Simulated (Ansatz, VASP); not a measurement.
# Ga: VASP beside Ansatz

Contents of INCAR:

```
  PREC = Accurate
  ENCUT = 520
  EDIFF = 1E-6
  ISMEAR = -1
  SIGMA = 0.05
  LREAL = False
  LASPH = True
  NELM = 80
  ALGO = Fast
  ISIF = 2
  LWAVE = False
  LCHARG = False
  GGA = PS
  NBANDS = 34
```

KPOINTS

```
Automatic mesh
0
Gamma
  7 7 6
```

File POSCAR:

```
Ga
1.0
    2.2153339849     -3.7523045894      0.0000000000
    2.2153339849      3.7523045894      0.0000000000
    0.0000000000      0.0000000000      4.4316475558
Ga
4
Direct
    0.3451000000      0.6549000000      0.4190000000
    0.1549000000      0.8451000000      0.9190000000
    0.6549000000      0.3451000000      0.5810000000
    0.8451000000      0.1549000000      0.0810000000
```

input.yaml

```yaml
crystal:
  lattice:
    - [2.2153339849, -3.7523045894, 0.0]
    - [2.2153339849, 3.7523045894, 0.0]
    - [0.0, 0.0, 4.4316475558]
  atoms:
    - { symbol: Ga, position: [0.3451, 0.6549, 0.419] }
    - { symbol: Ga, position: [0.1549, 0.8451, 0.919] }
    - { symbol: Ga, position: [0.6549, 0.3451, 0.581] }
    - { symbol: Ga, position: [0.8451, 0.1549, 0.081] }
kpoints:
  mp_grid: { grid: [7, 7, 6] }
scf:
  occupations: { method: fermi_dirac, width: 0.05 }
hamiltonian:
  xc: pbesol
  pseudopotentials: { kind: all_electron, lapw: { basis_error: 0.001 } }
output:
  forces: true
  stress: true
  eigenvalues: true
```

Change from the starting cell: volume scaled by 0.94.

Alike in both runs: task single point; functional PBEsol; k mesh 7 × 7 × 6; occupations fermi-dirac, width 0.05 eV; no spin polarisation.

```csv
,VASP,Ansatz
version,VASP 6.6.1,Ansatz 0.2.0
potentials or method,"VASP PAW PBE potentials, release 64 (Ga_d), cutoff 520 eV","all-electron LAPW, scalar-relativistic"
```

```tsv
	VASP	Ansatz	Ansatz less VASP
gap on the k mesh at the Fermi level (eV)	none	none	-
pressure (GPa)	2.3	2.3	-0.03
traceless stress, the component that is largest in VASP (GPa)	-1.35	-1.36	-0.013
rms of the force components (eV/Å)	0.072	0.074	+0.0024
```

VASP's potentials were made for PBE, not for PBEsol. Atom by atom the forces differ by 0.002 eV/Å (rms over components). A gap of «none» marks a metal or a gap that the smearing closes. Ansatz ran all-electron here, and VASP with PAW potentials.
